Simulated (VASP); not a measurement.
# GaN (P6_3mc) in VASP: single point with LDA

Aim: the single point of GaN with LDA.

Everything below comes from runs of VASP 6.6.1. Logs are shortened: lines on timing, memory, paths and dates and some standing lists are left out, and cuts for length are marked.

## (1) The cell of the first run

Symmetry: P6_3mc, No. 186, hexagonal system. Conventional cell: a = 3.152 Å, b = 3.152 Å, c = 5.138 Å, α = 90.00°, β = 90.00°, γ = 120.00°. Within 2.6 Å of Ga (site symmetry 3m) lie 4 N at 1.93 Å. Ga (site symmetry 3m) has 4 N at 1.93 Å within 2.6 Å. Within 2.6 Å of N (site symmetry 3m) lie 4 Ga at 1.93 Å. N (site symmetry 3m) has 4 Ga at 1.93 Å within 2.6 Å.

## (2) Single point, LDA

Contents of INCAR:

```
PREC = Accurate
ENCUT = 520
EDIFF = 1E-6
ISMEAR = 0
SIGMA = 0.01
LREAL = Auto
LASPH = True
NELM = 80
ALGO = Normal
ISIF = 2
LWAVE = False
LCHARG = False
GGA = CA
NBANDS = 186
```

Contents of KPOINTS:

```
Automatic mesh
0
Gamma
  2 2 2
  0.5 0.5 0.5
```

Contents of POSCAR:

```
GaN
1.0
    4.7276984762     -2.7295379879      5.1384824027
    0.0000000000      5.4590759758      5.1384824027
   -4.7276984762     -2.7295379879      5.1384824027
Ga N
18 18
Direct
    0.6108769884      0.2775436551      0.6108769884
    0.2775436551      0.6108769884      0.6108769884
    0.9442103218      0.2775436551      0.2775436551
    0.2775436551      0.2775436551      0.9442103218
    0.6108769884      0.6108769884      0.2775436551
    0.9442103218      0.9442103218      0.6108769884
    0.2775436551      0.9442103218      0.2775436551
    0.9442103218      0.6108769884      0.9442103218
    0.6108769884      0.9442103218      0.9442103218
    0.5553214329      0.5553214329      0.8886547662
    0.2219880995      0.8886547662      0.8886547662
    0.8886547662      0.5553214329      0.5553214329
    0.2219880995      0.5553214329      0.2219880995
    0.5553214329      0.8886547662      0.5553214329
    0.8886547662      0.2219880995      0.8886547662
    0.2219880995      0.2219880995      0.5553214329
    0.8886547662      0.8886547662      0.2219880995
    0.5553214329      0.2219880995      0.2219880995
    0.7363452338      0.4030119005      0.7363452338
    0.4030119005      0.7363452338      0.7363452338
    0.0696785671      0.4030119005      0.4030119005
    0.4030119005      0.4030119005      0.0696785671
    0.7363452338      0.7363452338      0.4030119005
    0.0696785671      0.0696785671      0.7363452338
    0.4030119005      0.0696785671      0.4030119005
    0.0696785671      0.7363452338      0.0696785671
    0.7363452338      0.0696785671      0.0696785671
    0.3474563449      0.3474563449      0.6807896782
    0.0141230116      0.6807896782      0.6807896782
    0.6807896782      0.3474563449      0.3474563449
    0.0141230116      0.3474563449      0.0141230116
    0.3474563449      0.6807896782      0.3474563449
    0.6807896782      0.0141230116      0.6807896782
    0.0141230116      0.0141230116      0.3474563449
    0.6807896782      0.6807896782      0.0141230116
    0.3474563449      0.0141230116      0.0141230116
```

Potentials or basis: VASP PAW LDA potentials, release 64 (Ga_d, N).

Command:

```
cat potpaw_LDA.64/Ga_d/POTCAR potpaw_LDA.64/N/POTCAR > POTCAR
mpirun -np 1 vasp_std > vasp.out
```

OUTCAR:

```text
PREC = Accurate
   ENCUT = 520
   EDIFF = 1E-6
   ISMEAR = 0
   LREAL = Auto
   LASPH = True
   NELM = 80
   ISIF = 2
   GGA = CA

 ion  position               nearest neighbor table
   1  0.611  0.278  0.611-  28 1.93  30 1.93  33 1.93  19 1.93
   2  0.278  0.611  0.611-  29 1.93  32 1.93  28 1.93  20 1.93
   3  0.944  0.278  0.278-  31 1.93  34 1.93  30 1.93  21 1.93
   4  0.278  0.278  0.944-  31 1.93  36 1.93  28 1.93  22 1.93
   5  0.611  0.611  0.278-  35 1.93  32 1.93  30 1.93  23 1.93
   6  0.944  0.944  0.611-  34 1.93  33 1.93  29 1.93  24 1.93
[... 28 lines left out ...]
  35  0.681  0.681  0.014-   5 1.93   8 1.93   9 1.93  10 1.93
  36  0.347  0.014  0.014-   9 1.93   7 1.93   4 1.93  11 1.93

  LATTYP: Found a trigonal (rhomboedric) cell.
 ALAT       =     7.4970335408
 COS(alpha) =     0.2046640224

  Lattice vectors:

 A1 = (   4.7276984762,  -2.7295379879,   5.1384824027)
 A2 = (   0.0000000000,   5.4590759758,   5.1384824027)
 A3 = (  -4.7276984762,  -2.7295379879,   5.1384824027)

Analysis of symmetry for initial positions (statically):
=====================================================================
 Subroutine PRICEL returns following result:

  LATTYP: Found a hexagonal cell.
 ALAT       =     3.1517989843
 C/A-ratio  =     1.6303331617

  Lattice vectors:

 A1 = (  -3.1517989843,   0.0000000003,  -0.0000000005)
 A2 = (   1.5758994924,  -2.7295379879,   0.0000000005)
 A3 = (   0.0000000000,  -0.0000000005,   5.1384824032)

   9 primitive cells build up your supercell.

 Routine SETGRP: Setting up the symmetry group for a
 trigonal (rhombohedral) supercell.

 Subroutine GETGRP returns: Found  6 space group operations
 (whereof  6 operations were pure point group operations)
 out of a pool of 12 trial point group operations.

The static configuration has the point symmetry C_3v.

Analysis of symmetry for dynamics (positions and initial velocities):
=====================================================================
 Subroutine PRICEL returns following result:

  LATTYP: Found a hexagonal cell.
 ALAT       =     3.1517989843
 C/A-ratio  =     1.6303331617

  Lattice vectors:

 A1 = (  -3.1517989843,   0.0000000003,  -0.0000000005)
 A2 = (   1.5758994924,  -2.7295379879,   0.0000000005)
[... 93 lines left out ...]
   LREAL  =      T    real-space projection
   EDIFFG = 0.1E-04   stopping-criterion for IOM
   NSW    =      0    number of steps for IOM
[... 5 lines left out ...]
   TEBEG  =    0.0;   TEEND  =   0.0 temperature during run
   PSTRESS=    0.0 pullay stress
   NELECT =     324.0000    total number of electrons
   NUPDOWN=      -1.0000    fix difference up-down
   EMIN   =  10.00;   EMAX   =-10.00  energy-range for DOS
   EFERMI =   0.00;   METHOD = LEGACY
   ISMEAR =     0;   SIGMA  =   0.01  broadening in eV -4-tet -1-fermi 0-gaus
   EFERMI_NEDOS =   21; number of points for ismear=-14 and -15
   IALGO  =     38    algorithm
   IMIX   =      4    mixing-type and parameters
     AMIX     =   0.40;   BMIX     =  1.00
     AMIX_MAG =   1.60;   BMIX_MAG =  1.00
  volume/ion in A,a.u.               =      11.05        74.58
  Fermi-wavevector in a.u.,A,eV,Ry     =   1.528791  2.888996 31.799568  2.337202
  Thomas-Fermi vector in A             =   2.636501
   LORBIT       =      0    0 simple, 1 ext, 2 COOP (PROOUT), +10 PAW based schemes
   GGA     = CA    functional components
   LHFCALC =     F    Hartree Fock is set to
   AEXX    =    0.0000 exact exchange contribution
   IVDW    =     0    specifies the selected vdW correction
   LEPSILON=     F    determine dielectric tensor
   LRPA    =     F    only Hartree local field effects (RPA)
 non-spin polarized calculation
 Gauss-broadening in eV      SIGMA  =   0.01
  energy-cutoff  :      520.00
  volume of cell :      397.86
 maximum number of plane-waves:     10720
   NGX = 27   NGY = 27   NGZ = 27

 number of electron     324.0000011 magnetization

 Free energy of the ion-electron system (eV)
  ---------------------------------------------------
  ext. energy  EPLUGINS =         0.00000000
  ---------------------------------------------------
  free energy    TOTEN  =      -251.18105230 eV

  energy without entropy =     -251.18105230  energy(sigma->0) =     -251.18105230

 E-fermi :   5.3365     XC(G=0): -12.2984

 val. band max:        5.2771618093   @ k =   0.2500   0.2500   0.2500
 cond. band min:       8.7376482962   @ k =   0.2500   0.2500   0.2500
 fundamental gap:      3.4604864869
 Fermi energy:         5.3364556969

 k-point     1 :       0.2500    0.2500    0.2500
  band No.  band energies     occupation
      1     -10.5114      2.00000
      2      -9.9075      2.00000
      3      -9.9075      2.00000
      4      -9.9075      2.00000
      5      -9.7960      2.00000
      6      -9.7137      2.00000
[... 166 lines left out ...]
    173      10.6772      0.00000
    174      11.2025      0.00000

 k-point     2 :      -0.2500    0.2500    0.2500
  band No.  band energies     occupation
      1     -10.4049      2.00000
      2     -10.0335      2.00000
      3      -9.9207      2.00000
      4      -9.9207      2.00000
      5      -9.8262      2.00000
      6      -9.7088      2.00000
[... 166 lines left out ...]
    173      11.0468      0.00000
    174      11.1124      0.00000
 [bands above 174 left out]

------------------------ aborting loop because EDIFF is reached ----------------------------------------

  FORCE on cell =-STRESS in cart. coord.  units (eV):
  Direction    XX          YY          ZZ          XY          YZ          ZX
  --------------------------------------------------------------------------------------
  -------------------------------------------------------------------------------------
  Total        2.8585016      2.8585016      2.6864531      0.0000000     -0.0000000      0.0000000
  in kB       11.5112896     11.5112896     10.8184442      0.0000000     -0.0000000      0.0000000
  external PRESSURE =      11.2803411 kB  Pullay stress =       0.0000000 kB

 VOLUME and BASIS-vectors are now :
 -----------------------------------------------------------------------------
  energy-cutoff  :      520.00
  volume of cell :      397.86
      direct lattice vectors                 reciprocal lattice vectors
     4.727698476 -2.729537988  5.138482403     0.105759706 -0.061060395  0.064869996
     0.000000000  5.459075976  5.138482403     0.000000000  0.122120789  0.064869996
    -4.727698476 -2.729537988  5.138482403    -0.105759706 -0.061060395  0.064869996

 POSITION                                       TOTAL-FORCE (eV/Angst)
 -----------------------------------------------------------------------------------
      0.00000     -1.81969      7.70411        -0.000000      0.000000      0.002456
     -1.57590      0.90985      7.70411        -0.000000     -0.000000      0.002456
      3.15180     -1.81969      7.70411        -0.000000      0.000000      0.002456
     -3.15180     -1.81969      7.70411        -0.000000      0.000000      0.002456
      1.57590      0.90985      7.70411        -0.000000      0.000000      0.002456
      1.57590      0.90985     12.84260        -0.000000      0.000000      0.002456
[... 28 lines left out ...]
      3.15180      1.81969      7.06902        -0.000000     -0.000000     -0.000814
      1.57590     -0.90985      1.93054        -0.000000      0.000000     -0.000814
 -----------------------------------------------------------------------------------
    total drift:                               -0.000000     -0.000000      0.024856

  FREE ENERGIE OF THE ION-ELECTRON SYSTEM (eV)
  ---------------------------------------------------
  free  energy   TOTEN  =      -251.1810522997 eV

  energy  without entropy=     -251.1810522997  energy(sigma->0) =     -251.18105230
```

stdout:

```text
POSCAR found type information on POSCAR GaN
 POSCAR found :  2 types and      36 ions
 scaLAPACK will be used
 LDA part: xc-table for (Slater(with rela. corr.)+CA(PZ))
 , standard interpolation
 POSCAR, INCAR and KPOINTS ok, starting setup
 FFT: planning ... GRIDC
 FFT: planning ... GRID_SOFT
 FFT: planning ... GRID
 WAVECAR not read
 entering main loop
```

Run time: 7.6 min. Hardware: 1 thread of Intel Xeon Platinum 8259CL at 2.50GHz (Skylake/Cascade Lake), shared host; peak memory 0.38 GiB.

Results:

| Quantity | Value |
| --- | --- |
| Free energy | -251.1811 eV |
| Pressure | 1.1 GPa |
| Largest force | 0.004 eV/Å |
| Band gap on the k mesh | 3.46 eV |

Forces on the atoms (eV/Å):
```
Ga   0.000  0.000  0.002
Ga   0.000  0.000  0.002
Ga   0.000  0.000  0.002
Ga   0.000  0.000  0.002
Ga   0.000  0.000  0.002
Ga   0.000  0.000  0.002
Ga   0.000  0.000  0.002
Ga   0.000  0.000  0.002
Ga   0.000  0.000  0.002
Ga   0.000  0.000  0.002
Ga   0.000  0.000  0.002
Ga   0.000  0.000  0.002
Ga   0.000  0.000  0.002
Ga   0.000  0.000  0.002
Ga   0.000  0.000  0.002
Ga   0.000  0.000  0.002
Ga   0.000  0.000  0.002
Ga   0.000  0.000  0.002
N    0.000  0.000 -0.004
N    0.000  0.000 -0.004
N    0.000  0.000 -0.004
N    0.000  0.000 -0.004
N    0.000  0.000 -0.004
N    0.000  0.000 -0.004
N    0.000  0.000 -0.004
N    0.000  0.000 -0.004
N    0.000  0.000 -0.004
N    0.000  0.000 -0.001
N    0.000  0.000 -0.001
N    0.000  0.000 -0.001
N    0.000  0.000 -0.001
N    0.000  0.000 -0.001
N    0.000  0.000 -0.001
N    0.000  0.000 -0.001
N    0.000  0.000 -0.001
N    0.000  0.000 -0.001
```
